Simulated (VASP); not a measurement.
Runs of VASP 6.6.1 on InSb. The structure is that of space group I4/mmm (No. 139), or close to it. The cells are those of the table. 

| cell | gap on the mesh (eV) | pressure (GPa) |
| --- | --- | --- |
| a = 4.198, b = 4.198, c = 4.069 Å, angles 61.0, 61.0, 58.0°, 2 atoms | none | 6.3 |
| a = 4.315, b = 4.315, c = 3.908 Å, angles 63.1, 63.1, 53.8°, 2 atoms | none | (b) |
| a = 4.061, b = 4.061, c = 4.412 Å, angles 57.1, 57.1, 65.8°, 2 atoms | none | (a) |
| a = 4.199, b = 4.199, c = 4.445 Å, angles 58.0, 58.0, 63.9°, 2 atoms | none | 2.0 |
| a = 4.267, b = 4.267, c = 4.395 Å, angles 59.0, 59.0, 62.0°, 2 atoms | none | -1.0 |
| a = 4.114, b = 4.114, c = 4.237 Å, angles 59.0, 59.0, 62.0°, 2 atoms | none | 6.3 |
| a = 4.372, b = 4.372, c = 4.100 Å, angles 62.0, 62.0, 55.9°, 2 atoms | none | 1.7 |
| a = 4.236, b = 4.236, c = 4.484 Å, angles 58.0, 58.0, 63.9°, 2 atoms | none | 0.5 |

Alike in all rows: task single point; level PBEsol; potentials or basis VASP PAW PBE potentials, release 64 (In_d, Sb); no spin polarisation; k mesh 14 × 14 × 14; cutoff (eV) 520; smearing gaussian 0.15 eV.

Task: Estimate the missing entries.

Result: (a) 11.6; (b) 10.5.

Caveats: the PAW data sets were made with another functional, which shifts forces and pressure a little; spin-orbit coupling is left out, which moves the levels of the heavy elements; the cell stands under pressure (at least some runs).

A k mesh can miss the band edges, and the runs leave out spin-orbit coupling on In, Sb.

A gap of «none» marks levels without a gap at the run's occupations.
